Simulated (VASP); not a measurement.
Set up this calculation in VASP 6.6.1, as the native input.

```
Task                   : single point
Functional             : LDA
Potentials or basis    : VASP PAW LDA potentials, release 64 (Zr_sv, Pb_d)
Cutoff                 : 520 eV
k mesh                 : 12 × 12 × 12
Occupations            : fermi-dirac, width 0.15 eV
Spin                   : no spin polarisation
Dipole correction      : no
Further INCAR settings : ALGO = Normal; EDIFF = 1e-06; NBANDS = 20
```

The structure of ZrPb lies in POSCAR:

```
ZrPb
1.0
    3.3292000000      0.0000000000      0.0000000000
    0.0000000000      3.3292000000      0.0000000000
    0.0000000000      0.0000000000      3.3292000000
Zr Pb
1 1
Direct
    0.0000000000      0.0000000000      0.0000000000
    0.5000000000      0.5000000000      0.5000000000
```

One way to write it, as run:

INCAR

```
ALGO     = Normal         # electronic algorithm
EDIFF    = 1E-6           # SCF threshold, eV
ENCUT    = 520            # plane-wave cutoff, eV
GGA      = CA             # functional
ISIF     = 2              # what is computed and relaxed
ISMEAR   = -1             # smearing method
LASPH    = T              # aspherical terms in the spheres
LCHARG   = T              # write CHGCAR
LELF     = T              # ELF
LREAL    = F              # projectors in reciprocal space
LVHAR    = T            
LWAVE    = F              # write WAVECAR
NBANDS   = 20             # bands
NELM     = 100            # most SCF steps
PREC     = Accurate       # precision mode
SIGMA    = 0.15           # smearing width, eV
```

KPOINTS

```
k-points
0
Gamma
  12 12 12
```

Potentials or basis: VASP PAW LDA potentials, release 64 (Zr_sv, Pb_d).

Launch:

```bash
$ cat potpaw_LDA.64/Zr_sv/POTCAR potpaw_LDA.64/Pb_d/POTCAR > POTCAR
$ mpirun -np 1 vasp_std > vasp.out
```

It gave:

```json
{
  "Pressure": "31.2 GPa",
  "Band gap on the k mesh": "zero (bands 13 and 14 overlap by 3.63 eV)"
}
```

Caveat: the cell stands under pressure; spin-orbit coupling is left out, which moves the levels of the heavy elements.

Run time: 26 s on 1 thread of AMD EPYC 9R45 96-Core Processor (Zen 5) (shared host), peak memory 0.16 GiB.
